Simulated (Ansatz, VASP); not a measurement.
# Two plane-wave programs on MoPb2

Contents of INCAR:

```
SYSTEM = MoPb2
PREC = Accurate
ENCUT = 600
EDIFF = 1E-6
ISMEAR = 0
SIGMA = 0.1
LREAL = .False.
LASPH = .True.
NELM = 80
ALGO = Normal
ISIF = 3
LWAVE = .False.
LCHARG = .False.
GGA = PE
IBRION = 2
NSW = 90
EDIFFG = -0.04
```

Contents of KPOINTS:

```
regular mesh
0
Gamma
  6 6 6
  0 0 0
```

The input POSCAR:

```
MoPb2
1.0
    4.8789367515      0.0000000000      0.0000000000
   -2.4394683758      4.2252831703      0.0000000000
    0.0000000000      0.0000000000      3.4316694468
Mo Pb
1 2
Direct
    0.0000000000      0.0000000000      0.0000000000
    0.3333333333      0.6666666667      0.5000000000
    0.6666666667      0.3333333333      0.5000000000
```

Input for Ansatz:

```yaml
crystal:
  lattice:
    - [4.8789367515, 0.0, 0.0]
    - [-2.4394683758, 4.2252831703, 0.0]
    - [0.0, 0.0, 3.4316694468]
  atoms:
    - { symbol: Mo, position: [0.0, 0.0, 0.0] }
    - { symbol: Pb, position: [0.3333333333, 0.6666666667, 0.5] }
    - { symbol: Pb, position: [0.6666666667, 0.3333333333, 0.5] }
basis:
  ecutwfc: 420
kpoints:
  mp_grid: { grid: [6, 6, 6] }
hamiltonian:
  xc: pbe
scf:
  occupations: { method: gaussian, width: 0.1 }
  lower_state_search: "off"
output:
  forces: true
  stress: true
  eigenvalues: true
relax:
  adjacent_minimum: "off"
  f_tol: 0.04
  max_steps: 70
  cell: { stress_tol: 0.4 }
```

Alike in both runs: task relaxation of cell and atoms; functional PBE; k mesh 6 × 6 × 6; occupations gaussian, width 0.1 eV; no spin polarisation.

|  | VASP | Ansatz |
| --- | --- | --- |
| version | VASP 6.6.1 | Ansatz 0.2.0 |
| potentials or method | VASP PAW PBE potentials, release 64 (Mo_sv, Pb_d), cutoff 600 eV | scalar-relativistic, plane waves, PAW |
| valence electrons in the cell | 42 | 42 |

```csv
,VASP,Ansatz,Ansatz less VASP
"gap on the k mesh at the Fermi level, each at its own relaxed structure (eV)",none,none,-
relaxed volume (Å³/atom),24.38,24.37,-0.011
relaxed cell length with the largest relative difference (Å),2.982,2.981,-0.0016
```

A gap of «none» marks a metal or a gap that the smearing closes.

Neither program's run includes spin-orbit coupling.
